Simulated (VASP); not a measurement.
Runs of VASP 6.6.1 on Al. The structure is that of space group P6_3/mmc (No. 194), or close to it. The cells are those of the table. 

```tsv
task	cell	k mesh	cutoff (eV)	gap on the mesh (eV)	pressure (GPa)
single point	a = 2.878, b = 2.878, c = 4.636 Å, angles 90.0, 90.0, 120.0°, 2 atoms	13 × 13 × 7	520	none	0.0
single point	a = 2.878, b = 2.878, c = 4.636 Å, angles 90.0, 90.0, 120.0°, 2 atoms	14 × 14 × 8	520	none	0.0
single point	a = 2.878, b = 2.878, c = 4.636 Å, angles 90.0, 90.0, 120.0°, 2 atoms	21 × 21 × 11	520	none	0.1
single point	a = 2.915, b = 2.915, c = 4.697 Å, angles 90.0, 90.0, 120.0°, 2 atoms	14 × 14 × 8	520	none	(b)
single point	a = 2.988, b = 2.988, c = 4.815 Å, angles 90.0, 90.0, 120.0°, 2 atoms	14 × 14 × 8	520	none	(a)
single point	a = 2.799, b = 2.799, c = 4.509 Å, angles 90.0, 90.0, 120.0°, 2 atoms	14 × 14 × 8	520	none	7.5
single point	a = 2.758, b = 2.758, c = 4.443 Å, angles 90.0, 90.0, 120.0°, 2 atoms	14 × 14 × 8	520	none	12.7
single point	a = 2.839, b = 2.839, c = 4.573 Å, angles 90.0, 90.0, 120.0°, 2 atoms	14 × 14 × 8	520	none	3.4
relaxation of cell and atoms	relaxed from a = 2.863, b = 2.863, c = 4.676 Å, angles 90.0, 90.0, 120.0°, 2 atoms	13 × 13 × 7	600	none	0.0
single point	a = 2.952, b = 2.952, c = 4.757 Å, angles 90.0, 90.0, 120.0°, 2 atoms	14 × 14 × 8	520	none	-4.8
```

Alike in all rows: level PBE; potentials or basis VASP PAW PBE potentials, release 64 (Al); no spin polarisation; smearing fermi-dirac 0.1 eV.

**Question.** Estimate the missing entries.

**Answer.** (a) -6.5; (b) -2.7.

A gap of «none» marks levels without a gap at the run's occupations.
